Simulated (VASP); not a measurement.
# K2S (Fm-3m) in VASP: further runs, part 3 of 3

VASP 6.6.1. Earlier steps stand in the parts before.

### Step 6. Single point, revPBE+D4 (36.61 Å³/atom)

This run uses another cell than the first one, of 36.61 Å³/atom.

The input, INCAR:

```
PREC = Accurate
ENCUT = 500
EDIFF = 1E-6
ISMEAR = 0
SIGMA = 0.05
LREAL = F
LASPH = T
NELM = 120
ALGO = Normal
ISIF = 2
LWAVE = F
LCHARG = F
GGA = RE
IVDW = 13
NBANDS = 19
GGA_COMPAT = F
```

The input, KPOINTS:

```
Automatic mesh
0
Gamma
  6 6 6
```

The input, POSCAR:

```
K2S
1.0
    0.0000000000      3.8011233928      3.8011233928
    3.8011233928      0.0000000000      3.8011233928
    3.8011233928      3.8011233928      0.0000000000
K S
2 1
Direct
    0.2500000000      0.2500000000      0.2500000000
    0.7500000000      0.7500000000      0.7500000000
    0.0000000000      0.0000000000      0.0000000000
```

Potentials or basis: VASP PAW PBE potentials, release 64 (K_sv, S).

On the command line:

```console
cat potpaw_PBE.64/K_sv/POTCAR potpaw_PBE.64/S/POTCAR > POTCAR
mpirun -np 1 vasp_std > vasp.out
```

OUTCAR:

```text
PREC = Accurate
   ENCUT = 500
   EDIFF = 1E-6
   ISMEAR = 0
   LREAL = F
   LASPH = T
   NELM = 120
   ISIF = 2
   GGA = RE
   IVDW = 13

 ion  position               nearest neighbor table
   1  0.250  0.250  0.250-   3 3.29   3 3.29   3 3.29   3 3.29   2 3.80   2 3.80   2 3.80   2 3.80
                             2 3.80   2 3.80
   2  0.750  0.750  0.750-   3 3.29   3 3.29   3 3.29   3 3.29   1 3.80   1 3.80   1 3.80   1 3.80
                             1 3.80   1 3.80
   3  0.000  0.000  0.000-   2 3.29   2 3.29   2 3.29   1 3.29   2 3.29   1 3.29   1 3.29   1 3.29

  LATTYP: Found a face centered cubic cell.
 ALAT       =     7.6022467856

  Lattice vectors:

 A1 = (   0.0000000000,   3.8011233928,   3.8011233928)
 A2 = (   3.8011233928,   0.0000000000,   3.8011233928)
 A3 = (   3.8011233928,   3.8011233928,   0.0000000000)

Analysis of symmetry for initial positions (statically):
=====================================================================
 Subroutine PRICEL returns:
 Original cell was already a primitive cell.

 Routine SETGRP: Setting up the symmetry group for a
 face centered cubic supercell.

 Subroutine GETGRP returns: Found 48 space group operations
 (whereof 48 operations were pure point group operations)
 out of a pool of 48 trial point group operations.

The static configuration has the point symmetry O_h .

Analysis of symmetry for dynamics (positions and initial velocities):
=====================================================================
 Subroutine PRICEL returns:
 Original cell was already a primitive cell.

 Routine SETGRP: Setting up the symmetry group for a
 face centered cubic supercell.

 Subroutine GETGRP returns: Found 48 space group operations
 (whereof 48 operations were pure point group operations)
 out of a pool of 48 trial point group operations.

The dynamic configuration has the point symmetry O_h .

 Subroutine INISYM returns: Found 48 space group operations
 (whereof 48 operations are pure point group operations),
 and found     1 'primitive' translations

----------------------------------------------------------------------------------------

                                     Primitive cell

  volume of cell :     109.8414

  direct lattice vectors                    reciprocal lattice vectors
     0.000000000  3.801123393  3.801123393    -0.131540060  0.131540060  0.131540060
     3.801123393  0.000000000  3.801123393     0.131540060 -0.131540060  0.131540060
     3.801123393  3.801123393  0.000000000     0.131540060  0.131540060 -0.131540060

  length of vectors
     5.375600254  5.375600254  5.375600254     0.227834068  0.227834068  0.227834068

  position of ions in fractional coordinates (direct lattice)
     0.250000000  0.250000000  0.250000000
     0.750000000  0.750000000  0.750000000
     0.000000000  0.000000000  0.000000000

  ion indices of the primitive-cell ions
   primitive index   ion index
                 1           1
                 2           2
                 3           3

----------------------------------------------------------------------------------------

 KPOINTS: Automatic mesh

Automatic generation of k-mesh.
 Grid dimensions read from file:
 generate k-points for:    6    6    6

 Generating k-lattice:

  Cartesian coordinates                     Fractional coordinates (reciprocal lattice)
    -0.021923343  0.021923343  0.021923343     0.166666667  0.000000000  0.000000000
     0.021923343 -0.021923343  0.021923343     0.000000000  0.166666667  0.000000000
     0.021923343  0.021923343 -0.021923343     0.000000000  0.000000000  0.166666667

  Length of vectors
     0.037972345  0.037972345  0.037972345

  Shift w.r.t. Gamma in fractional coordinates (k-lattice)
     0.000000000  0.000000000  0.000000000

 Subroutine IBZKPT returns following result:
 ===========================================

 Found     16 irreducible k-points:

 Following reciprocal coordinates:
            Coordinates               Weight
  0.000000  0.000000  0.000000      1.000000
  0.166667  0.000000  0.000000      8.000000
  0.333333  0.000000  0.000000      8.000000
  0.500000  0.000000  0.000000      4.000000
  0.166667  0.166667  0.000000      6.000000
  0.333333  0.166667  0.000000     24.000000
[... 8 lines left out ...]
 -0.333333  0.333333  0.166667     24.000000
 -0.333333  0.500000  0.166667     12.000000
   k-points           NKPTS =     16   k-points in BZ     NKDIM =     16   number of bands    NBANDS=     19
   number of dos      NEDOS =    301   number of ions     NIONS =      3
   total plane-waves  NPLWV =  64000
   dimension x,y,z NGX =    40 NGY =   40 NGZ =   40
   dimension x,y,z NGXF=    80 NGYF=   80 NGZF=   80
   ions per type =               2   1
   NGX,Y,Z   is equivalent  to a cutoff of  12.37, 12.37, 12.37 a.u.
   NGXF,Y,Z  is equivalent  to a cutoff of  24.74, 24.74, 24.74 a.u.
 SYSTEM =  unknown system
   PREC   = accura    normal or accurate (medium, high low for compatibility)
   ISTART =      0    job   : 0-new  1-cont  2-samecut
   ICHARG =      2    charge: 1-file 2-atom 10-const
   ISPIN  =      1    spin polarized calculation?
   LNONCOLLINEAR =      F non collinear calculations
   LSORBIT =      F    spin-orbit coupling
   LASPH  =      T    aspherical Exc in radial PAW
   ENCUT  =  500.0 eV  36.75 Ry    6.06 a.u.   9.80  9.80  9.80*2*pi/ulx,y,z
   NELM   =    120;   NELMIN=  2; NELMDL= -5     # of ELM steps
   EDIFF  = 0.1E-05   stopping-criterion for ELM
   LREAL  =      F    real-space projection
   EDIFFG = 0.1E-04   stopping-criterion for IOM
   NSW    =      0    number of steps for IOM
   IBRION =     -1    ionic relax: 0-MD 1-quasi-New 2-CG
   NFREE  =      0    steps in history (QN), initial steepest desc. (CG)
   ISIF   =      2    stress and relaxation
   ISYM   =      2    0-nonsym 1-usesym 2-fastsym
   POTIM  = 0.5000    time-step for ionic-motion
   TEBEG  =    0.0;   TEEND  =   0.0 temperature during run
   PSTRESS=    0.0 pullay stress
   NELECT =      24.0000    total number of electrons
   NUPDOWN=      -1.0000    fix difference up-down
   EMIN   =  10.00;   EMAX   =-10.00  energy-range for DOS
   EFERMI =   0.00;   METHOD = LEGACY
   ISMEAR =     0;   SIGMA  =   0.05  broadening in eV -4-tet -1-fermi 0-gaus
   EFERMI_NEDOS =   21; number of points for ismear=-14 and -15
   IALGO  =     38    algorithm
   IMIX   =      4    mixing-type and parameters
     AMIX     =   0.40;   BMIX     =  1.00
     AMIX_MAG =   1.60;   BMIX_MAG =  1.00
  volume/ion in A,a.u.               =      36.61       247.08
  Fermi-wavevector in a.u.,A,eV,Ry     =   0.986030  1.863326 13.228323  0.972254
  Thomas-Fermi vector in A             =   2.117380
   LORBIT       =      0    0 simple, 1 ext, 2 COOP (PROOUT), +10 PAW based schemes
   GGA     = RE    functional components
   LHFCALC =     F    Hartree Fock is set to
   AEXX    =    0.0000 exact exchange contribution
   IVDW    =    13    specifies the selected vdW correction
   LEPSILON=     F    determine dielectric tensor
   LRPA    =     F    only Hartree local field effects (RPA)
 non-spin polarized calculation
 Gauss-broadening in eV      SIGMA  =   0.05
  energy-cutoff  :      500.00
  volume of cell :      109.84
 maximum number of plane-waves:      2806
   NGX = 19   NGY = 19   NGZ = 19

 number of electron      24.0000004 magnetization

 Free energy of the ion-electron system (eV)
  ---------------------------------------------------
  ext. energy  EPLUGINS =         0.00000000
  ---------------------------------------------------
  free energy    TOTEN  =        -8.89646413 eV

  energy without entropy =       -8.89646413  energy(sigma->0) =       -8.89646413

 E-fermi :  -0.2097     XC(G=0):  -6.7767

 val. band max:       -0.4475890535   @ k =   0.5000   0.5000   0.0000
 cond. band min:       1.9625398905   @ k =   0.0000   0.0000   0.0000
 fundamental gap:      2.4101289440
 Fermi energy:        -0.2096759377

 k-point     1 :       0.0000    0.0000    0.0000
  band No.  band energies     occupation
      1     -29.9546      2.00000
      2     -29.8967      2.00000
      3     -13.4875      2.00000
      4     -13.4875      2.00000
      5     -13.4875      2.00000
      6     -13.3042      2.00000
[... 11 lines left out ...]
     18       6.8796      0.00000
     19       7.6913      0.00000
[... 313 lines left out ...]
      3     -13.6116      2.00000
      4     -13.5449      2.00000
      5     -13.4693      2.00000
      6     -13.3422      2.00000
[... 11 lines left out ...]
     18       6.9602      0.00000
     19       7.0028      0.00000

------------------------ aborting loop because EDIFF is reached ----------------------------------------

  DFT-D4 for vdW energy calculation

  Edisp (eV):   -0.40632

  FORCE on cell =-STRESS in cart. coord.  units (eV):
  Direction    XX          YY          ZZ          XY          YZ          ZX
  --------------------------------------------------------------------------------------
  -------------------------------------------------------------------------------------
  Total      -0.41212    -0.41212    -0.41212     0.00000     0.00000    -0.00000
  in kB      -6.01133    -6.01133    -6.01133     0.00000     0.00000    -0.00000
  external pressure =       -6.01 kB  Pullay stress =        0.00 kB

 VOLUME and BASIS-vectors are now :
 -----------------------------------------------------------------------------
  energy-cutoff  :      500.00
  volume of cell :      109.84
      direct lattice vectors                 reciprocal lattice vectors
     0.000000000  3.801123393  3.801123393    -0.131540060  0.131540060  0.131540060
     3.801123393  0.000000000  3.801123393     0.131540060 -0.131540060  0.131540060
     3.801123393  3.801123393  0.000000000     0.131540060  0.131540060 -0.131540060

 POSITION                                       TOTAL-FORCE (eV/Angst)
 -----------------------------------------------------------------------------------
      1.90056      1.90056      1.90056         0.000000      0.000000      0.000000
      5.70169      5.70169      5.70169        -0.000000     -0.000000     -0.000000
      0.00000      0.00000      0.00000        -0.000000      0.000000      0.000000
 -----------------------------------------------------------------------------------
    total drift:                               -0.000000     -0.000000      0.000000

  FREE ENERGIE OF THE ION-ELECTRON SYSTEM (eV)
  ---------------------------------------------------
  free  energy   TOTEN  =        -9.3027843304 eV

  energy  without entropy=       -9.3027843304  energy(sigma->0) =       -9.30278433
```

OSZICAR:

```text
N       E                     dE             d eps       ncg     rms          rms(c)
DAV:   1     0.149902008398E+03    0.14990E+03   -0.10553E+04   608   0.104E+03
DAV:   2     0.220939516665E+01   -0.14769E+03   -0.14278E+03   683   0.292E+02
DAV:   3    -0.100278309406E+02   -0.12237E+02   -0.12194E+02  1034   0.649E+01
DAV:   4    -0.103531850445E+02   -0.32535E+00   -0.32517E+00   909   0.100E+01
DAV:   5    -0.103672875686E+02   -0.14103E-01   -0.14102E-01   968   0.136E+00    0.500E+00
DAV:   6    -0.892944403530E+01    0.14378E+01   -0.38111E+00   834   0.715E+00    0.429E+00
DAV:   7    -0.885196904370E+01    0.77475E-01   -0.10722E+00   818   0.324E+00    0.335E+00
DAV:   8    -0.889694133281E+01   -0.44972E-01   -0.28769E-01   677   0.198E+00    0.931E-01
DAV:   9    -0.888486424315E+01    0.12077E-01   -0.89282E-02   733   0.849E-01    0.642E-01
DAV:  10    -0.889487841047E+01   -0.10014E-01   -0.16316E-02   662   0.478E-01    0.165E-01
DAV:  11    -0.889561470680E+01   -0.73630E-03   -0.49991E-03   748   0.237E-01    0.101E-01
DAV:  12    -0.889650295676E+01   -0.88825E-03   -0.42480E-03   647   0.205E-01    0.676E-02
DAV:  13    -0.889645592118E+01    0.47036E-04   -0.93619E-04   784   0.865E-02    0.155E-02
DAV:  14    -0.889645986940E+01   -0.39482E-05   -0.21144E-05   758   0.227E-02    0.590E-03
DAV:  15    -0.889646387958E+01   -0.40102E-05   -0.95428E-06   564   0.108E-02    0.880E-03
DAV:  16    -0.889646412883E+01   -0.24925E-06   -0.25959E-06   594   0.503E-03
   1 F= -.93027843E+01 E0= -.93027843E+01  d E =-.255395E-12
```

It took 68 s on 1 thread of Intel Xeon 8259CL, shared host; peak memory 0.25 GiB.

What came out:

* Free energy: -9.3028 eV
* Pressure: -0.6 GPa
* Band gap on the k mesh: 2.41 eV (least direct gap 2.54 eV)
* Dispersion energy per atom: -0.135 eV

Caveat: the PAW data sets were made with another functional, which shifts forces and pressure a little. A k mesh can miss the band edges.

### Step 7. Summary

```csv
level,cell,gap on the mesh (eV),pressure (GPa)
RPBE,"a = 5.318 Å, angles 60.0°, 3 atoms",2.51,0.7
revPBE+D4,"a = 5.341 Å, angles 60.0°, 3 atoms",2.46,-0.3
revPBE,"a = 5.373 Å, angles 60.0°, 3 atoms",2.41,0.0
RPBE,"a = 5.355 Å, angles 60.0°, 3 atoms",2.46,0.3
revPBE+D4,"a = 5.376 Å, angles 60.0°, 3 atoms",2.41,-0.6
```

Alike in all rows: task single point; potentials or basis VASP PAW PBE potentials, release 64 (K_sv, S); no spin polarisation; k mesh 6 × 6 × 6; cutoff (eV) 500; smearing gaussian 0.05 eV.

Caveats: the PAW data sets were made with another functional, which shifts forces and pressure a little.

Absolute energies hang on the potentials; compare differences alone.
